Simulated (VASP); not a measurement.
# HfS2 (P-3m1) in VASP: single point with HSE06

Aim: the single point of HfS2 with HSE06.

Program: VASP 6.6.1. These are calculated values, not measurements. Logs are shortened: lines on timing, memory, paths and dates and some standing lists are left out, and cuts for length are marked.

## (1) The cell of the first run

The structure is trigonal, space group P-3m1 (No. 164). The conventional cell has a = 3.667 Å, b = 3.667 Å, c = 5.937 Å, α = 90.00°, β = 90.00°, γ = 120.00°. Within 3.4 Å of Hf (site symmetry -3m) lie 6 S at 2.55 Å. S (site symmetry 3m) has 3 Hf at 2.55 Å within 3.4 Å.

## (2) Single point, HSE06 (strain +1.0%)

Input file POSCAR:

```
HfS2
1.0
    3.6665989158      0.0000000000      0.0000000000
   -1.8332994579      3.1753678066      0.0000000000
    0.0000000000      0.0000000000      5.9371417353
Hf S
1 2
Direct
    0.0000000000      0.0000000000      0.0000000000
    0.3333333333      0.6666666667      0.2398138162
    0.6666666667      0.3333333333      0.7601861838
```

Input file INCAR.step1:

```
SYSTEM = HfS2
PREC = Accurate ; ENCUT = 400
EDIFF = 1E-5 ; ISMEAR = 0
SIGMA = 0.01 ; LREAL = .FALSE.
LASPH = .TRUE. ; NELM = 120
ALGO = Normal ; ISIF = 2
LWAVE = .TRUE. ; LCHARG = .FALSE.
GGA = PE ; NBANDS = 18
GGA_COMPAT = .FALSE.
```

Input file INCAR.step2:

```
SYSTEM = HfS2
PREC = Accurate ; ENCUT = 400
EDIFF = 1E-6 ; ISMEAR = 0
SIGMA = 0.01 ; LREAL = .FALSE.
LASPH = .TRUE. ; NELM = 120
ALGO = Normal ; ISIF = 2
LWAVE = .FALSE. ; LCHARG = .FALSE.
GGA = PE ; LHFCALC = .TRUE.
HFSCREEN = 0.2079 ; PRECFOCK = Normal
ISTART = 1 ; NBANDS = 18
GGA_COMPAT = .FALSE.
```

Input file KPOINTS:

```
regular mesh
0
G
  6 6 4
  0 0 0
```

Potentials or basis: VASP PAW PBE potentials, release 64 (Hf_pv, S).

Command:

```
cat potpaw_PBE.64/Hf_pv/POTCAR potpaw_PBE.64/S/POTCAR > POTCAR
cp INCAR.step1 INCAR
mpirun -np 1 vasp_std > vasp.out
cp INCAR.step2 INCAR
mpirun -np 1 vasp_std > vasp.out
```

OUTCAR:

```text
SYSTEM = HfS2
   PREC = Accurate
   ENCUT = 400
   EDIFF = 1E-6
   ISMEAR = 0
   LREAL = .FALSE.
   LASPH = .TRUE.
   NELM = 120
   ISIF = 2
   GGA = PE
   LHFCALC = .TRUE.
   HFSCREEN = 0.2079
   PRECFOCK = Normal
   ISTART = 1

 ion  position               nearest neighbor table
   1  0.000  0.000  0.000-   2 2.55   3 2.55   3 2.55   2 2.55   3 2.55   2 2.55
   2  0.333  0.667  0.240-   1 2.55   1 2.55   1 2.55
   3  0.667  0.333  0.760-   1 2.55   1 2.55   1 2.55

  LATTYP: Found a hexagonal cell.
 ALAT       =     3.6665989158
 C/A-ratio  =     1.6192503930

  Lattice vectors:

 A1 = (   3.6665989158,   0.0000000000,   0.0000000000)
 A2 = (  -1.8332994579,   3.1753678066,   0.0000000000)
 A3 = (   0.0000000000,   0.0000000000,   5.9371417353)

Analysis of symmetry for initial positions (statically):
=====================================================================
 Subroutine PRICEL returns:
 Original cell was already a primitive cell.

 Routine SETGRP: Setting up the symmetry group for a
 hexagonal supercell.

 Subroutine GETGRP returns: Found 12 space group operations
 (whereof 12 operations were pure point group operations)
 out of a pool of 24 trial point group operations.

The static configuration has the point symmetry D_3d.

Analysis of symmetry for dynamics (positions and initial velocities):
=====================================================================
 Subroutine PRICEL returns:
 Original cell was already a primitive cell.

 Routine SETGRP: Setting up the symmetry group for a
 hexagonal supercell.

 Subroutine GETGRP returns: Found 12 space group operations
 (whereof 12 operations were pure point group operations)
 out of a pool of 24 trial point group operations.

The dynamic configuration has the point symmetry D_3d.

 Subroutine INISYM returns: Found 12 space group operations
 (whereof 12 operations are pure point group operations),
 and found     1 'primitive' translations

----------------------------------------------------------------------------------------

                                     Primitive cell

  volume of cell :      69.1250

  direct lattice vectors                    reciprocal lattice vectors
     3.666598916  0.000000000  0.000000000     0.272732312  0.157462074  0.000000000
    -1.833299458  3.175367807  0.000000000     0.000000000  0.314924148  0.000000000
     0.000000000  0.000000000  5.937141735     0.000000000  0.000000000  0.168431216

  length of vectors
     3.666598916  3.666598916  5.937141735     0.314924148  0.314924148  0.168431216

  position of ions in fractional coordinates (direct lattice)
     0.000000000  0.000000000  0.000000000
     0.333333333  0.666666667  0.239813816
     0.666666667  0.333333333  0.760186184

  ion indices of the primitive-cell ions
   primitive index   ion index
                 1           1
                 2           2
                 3           3

----------------------------------------------------------------------------------------

 KPOINTS: regular mesh

Automatic generation of k-mesh.
 Grid dimensions read from file:
 generate k-points for:    6    6    4

 Generating k-lattice:

  Cartesian coordinates                     Fractional coordinates (reciprocal lattice)
     0.045455385  0.026243679  0.000000000     0.166666667  0.000000000  0.000000000
     0.000000000  0.052487358  0.000000000     0.000000000  0.166666667  0.000000000
     0.000000000  0.000000000  0.042107804     0.000000000  0.000000000  0.250000000

  Length of vectors
     0.052487358  0.052487358  0.042107804

  Shift w.r.t. Gamma in fractional coordinates (k-lattice)
     0.000000000  0.000000000  0.000000000

 Subroutine IBZKPT returns following result:
 ===========================================

 Found     24 irreducible k-points:

 Following reciprocal coordinates:
            Coordinates               Weight
  0.000000  0.000000  0.000000      1.000000
  0.166667  0.000000  0.000000      6.000000
  0.333333  0.000000  0.000000      6.000000
  0.500000  0.000000  0.000000      3.000000
  0.166667  0.166667  0.000000      6.000000
  0.333333  0.166667  0.000000     12.000000
[... 16 lines left out ...]
  0.333333  0.166667  0.500000     12.000000
  0.333333  0.333333  0.500000      2.000000
   k-points           NKPTS =     24   k-points in BZ     NKDIM =    144   number of bands    NBANDS=     18
   number of dos      NEDOS =    301   number of ions     NIONS =      3
   total plane-waves  NPLWV =  23040
   dimension x,y,z NGX =    24 NGY =   24 NGZ =   40
   dimension x,y,z NGXF=    48 NGYF=   48 NGZF=   80
   ions per type =               1   2
   NGX,Y,Z   is equivalent  to a cutoff of  10.88, 10.88, 11.20 a.u.
   NGXF,Y,Z  is equivalent  to a cutoff of  21.76, 21.76, 22.40 a.u.
 SYSTEM =  HfS2
   PREC   = accura    normal or accurate (medium, high low for compatibility)
   ISTART =      1    job   : 0-new  1-cont  2-samecut
   ICHARG =      0    charge: 1-file 2-atom 10-const
   ISPIN  =      1    spin polarized calculation?
   LNONCOLLINEAR =      F non collinear calculations
   LSORBIT =      F    spin-orbit coupling
   LASPH  =      T    aspherical Exc in radial PAW
   ENCUT  =  400.0 eV  29.40 Ry    5.42 a.u.   5.98  5.98  9.68*2*pi/ulx,y,z
   NELM   =    120;   NELMIN=  2; NELMDL=  0     # of ELM steps
   EDIFF  = 0.1E-05   stopping-criterion for ELM
   LREAL  =      F    real-space projection
   EDIFFG = 0.1E-04   stopping-criterion for IOM
   NSW    =      0    number of steps for IOM
   IBRION =     -1    ionic relax: 0-MD 1-quasi-New 2-CG
   NFREE  =      0    steps in history (QN), initial steepest desc. (CG)
   ISIF   =      2    stress and relaxation
   ISYM   =      3    0-nonsym 1-usesym 2-fastsym
   POTIM  = 0.5000    time-step for ionic-motion
   TEBEG  =    0.0;   TEEND  =   0.0 temperature during run
   PSTRESS=    0.0 pullay stress
   NELECT =      22.0000    total number of electrons
   NUPDOWN=      -1.0000    fix difference up-down
   EMIN   =  10.00;   EMAX   =-10.00  energy-range for DOS
   EFERMI =   0.00;   METHOD = LEGACY
   ISMEAR =     0;   SIGMA  =   0.01  broadening in eV -4-tet -1-fermi 0-gaus
   EFERMI_NEDOS =   21; number of points for ismear=-14 and -15
   IALGO  =     38    algorithm
   IMIX   =      1    mixing-type and parameters
     AMIX     =   0.40;   BMIX     =  1.00
     AMIX_MAG =   1.60;   BMIX_MAG =  1.00
  volume/ion in A,a.u.               =      23.04       155.49
  Fermi-wavevector in a.u.,A,eV,Ry     =   1.117731  2.112206 16.998077  1.249323
  Thomas-Fermi vector in A             =   2.254357
   LORBIT       =      0    0 simple, 1 ext, 2 COOP (PROOUT), +10 PAW based schemes
   GGA     = PE    functional components
   LHFCALC =     T    Hartree Fock is set to
   PRECFOCK=normal    Normal, Fast or Accurate (Low or Medium for compatibility)
   ENCUT4O =  -1.0   cutoff for four orbital integrals eV
   NKREDX  =     1    reduce k-point grid by
   NKREDY  =     1    reduce k-point grid by
   NKREDZ  =     1    reduce k-point grid by
   AEXX    =    0.2500 exact exchange contribution
   HFSCREEN=    0.2079 screening length (either q_TF or 0.3 A-1)
   HFSCREENC=   0.2079 screening length for correlation (either q_TF or 0.3 A-1)
   ENCUTFOCK=  -1.0 apply spherical cutoff to Coloumb kernel
   IVDW    =     0    specifies the selected vdW correction
   LEPSILON=     F    determine dielectric tensor
   LRPA    =     F    only Hartree local field effects (RPA)
 non-spin polarized calculation
 Gauss-broadening in eV      SIGMA  =   0.01
  energy-cutoff  :      400.00
  volume of cell :       69.12
 maximum number of plane-waves:      1284
  NGX = 18; NGY = 18; NGZ = 30

 number of electron      21.9999997 magnetization

 Free energy of the ion-electron system (eV)
  ---------------------------------------------------
  ext. energy  EPLUGINS =         0.00000000
  ---------------------------------------------------
  free energy    TOTEN  =       -26.93763234 eV

  energy without entropy =      -26.93763234  energy(sigma->0) =      -26.93763234

 E-fermi :   2.5102     XC(G=0):  -7.8720

 val. band max:        2.4413281536   @ k =   0.0000   0.0000   0.0000
 cond. band min:       4.4191440093   @ k =   0.5000   0.0000   0.5000
 fundamental gap:      1.9778158557
 Fermi energy:         2.5101855960

 k-point     1 :       0.0000    0.0000    0.0000
  band No.  band energies     occupation
      1     -30.4354      2.00000
      2     -30.3028      2.00000
      3     -30.3028      2.00000
      4     -11.9396      2.00000
      5     -10.0893      2.00000
      6      -2.6167      2.00000
[... 10 lines left out ...]
     17       8.9375      0.00000
     18       9.1214      0.00000

 k-point     2 :       0.1667    0.0000    0.0000
  band No.  band energies     occupation
      1     -30.4256      2.00000
      2     -30.3566      2.00000
      3     -30.3151      2.00000
      4     -11.6074      2.00000
      5     -10.1489      2.00000
      6      -2.2127      2.00000
[... 10 lines left out ...]
     17      10.1347      0.00000
     18      10.9422      0.00000

 k-point     3 :       0.3333    0.0000    0.0000
  band No.  band energies     occupation
      1     -30.4628      2.00000
      2     -30.4058      2.00000
      3     -30.3395      2.00000
      4     -10.8781      2.00000
      5     -10.2390      2.00000
      6      -1.9910      2.00000
[... 10 lines left out ...]
     17      10.7867      0.00000
     18      11.4779      0.00000

 k-point     4 :       0.5000    0.0000    0.0000
  band No.  band energies     occupation
      1     -30.5147      2.00000
      2     -30.3960      2.00000
      3     -30.3516      2.00000
      4     -10.5754      2.00000
      5     -10.1464      2.00000
      6      -2.8128      2.00000
[... 375 lines left out ...]
      4     -10.8746      2.00000
      5     -10.4513      2.00000
      6      -1.7020      2.00000
[... 10 lines left out ...]
     17      11.5975      0.00000
     18      12.1313      0.00000

 k-point    23 :       0.3333    0.1667    0.5000
  band No.  band energies     occupation
      1     -30.4873      2.00000
      2     -30.3965      2.00000
      3     -30.3793      2.00000
      4     -10.5145      2.00000
      5     -10.2066      2.00000
      6      -2.4047      2.00000
[... 10 lines left out ...]
     17      10.8830      0.00000
     18      10.9301      0.00000

 k-point    24 :       0.3333    0.3333    0.5000
  band No.  band energies     occupation
      1     -30.4497      2.00000
      2     -30.4497      2.00000
      3     -30.3917      2.00000
      4     -10.2606      2.00000
      5     -10.2606      2.00000
      6      -1.6461      2.00000
[... 10 lines left out ...]
     17      11.7575      0.00000
     18      12.3709      0.00000

------------------------ aborting loop because EDIFF is reached ----------------------------------------

  FORCE on cell =-STRESS in cart. coord.  units (eV):
  Direction    XX          YY          ZZ          XY          YZ          ZX
  --------------------------------------------------------------------------------------
  -------------------------------------------------------------------------------------
  Total       -0.8837410     -0.8837410     -0.0130533     -0.0000000      0.0000000     -0.0000000
  in kB      -20.4833386    -20.4833386     -0.3025494     -0.0000000      0.0000000     -0.0000000
  external PRESSURE =     -13.7564089 kB  Pullay stress =       0.0000000 kB

 VOLUME and BASIS-vectors are now :
 -----------------------------------------------------------------------------
  energy-cutoff  :      400.00
  volume of cell :       69.12
      direct lattice vectors                 reciprocal lattice vectors
     3.666598916  0.000000000  0.000000000     0.272732312  0.157462074  0.000000000
    -1.833299458  3.175367807  0.000000000     0.000000000  0.314924148  0.000000000
     0.000000000  0.000000000  5.937141735     0.000000000  0.000000000  0.168431216

 POSITION                                       TOTAL-FORCE (eV/Angst)
 -----------------------------------------------------------------------------------
      0.00000      0.00000      0.00000        -0.000000      0.000000      0.000000
     -0.00000      2.11691      1.42381         0.000000     -0.000000     -0.199033
      1.83330      1.05846      4.51333        -0.000000      0.000000      0.199033
 -----------------------------------------------------------------------------------
    total drift:                                0.000000      0.000000      0.000000

  FREE ENERGIE OF THE ION-ELECTRON SYSTEM (eV)
  ---------------------------------------------------
  free  energy   TOTEN  =       -26.9376323387 eV

  energy  without entropy=      -26.9376323387  energy(sigma->0) =      -26.93763234
```

Wall time 37 min (1 thread of Intel Xeon Platinum 8488C (Sapphire Rapids), shared host); peak memory 0.28 GiB.

Results:

```yaml
Free_energy: -26.9376 eV
Pressure: -1.4 GPa
Largest_force: 0.199 eV/Å
Band_gap_on_the_k_mesh: 1.98 eV (least direct gap 2.81 eV)
```

Forces on the atoms (eV/Å):
```
Hf   0.000  0.000  0.000
S    0.000  0.000 -0.199
S    0.000  0.000  0.199
```

Levels at points of the mesh, in eV from the valence-band top:
| k point | band 9 | band 10 | band 11 | band 12 | band 13 | band 14 |
| --- | --- | --- | --- | --- | --- | --- |
| (0.00, 0.00, 0.00) | -0.13 | -0.13 | 0.00 | 2.85 | 2.85 | 3.65 |
| (0.50, 0.00, 0.00) | -2.61 | -2.04 | -1.52 | 2.09 | 4.97 | 5.02 |
| (0.00, 0.00, 0.50) | -1.80 | -0.25 | -0.25 | 2.81 | 2.81 | 3.86 |
| (0.50, 0.00, 0.50) | -2.48 | -1.29 | -1.01 | 1.98 | 4.99 | 5.03 |

Caveat: the cell differs from its parent crystal (strain +1.0%); the PAW data sets were made with another functional, which shifts forces and pressure a little; spin-orbit coupling is left out, which moves the levels of the heavy elements; this functional lacks dispersion, which binds layers or chains, so the pressure and a relaxed spacing across them are unreliable. A k mesh can miss the band edges.
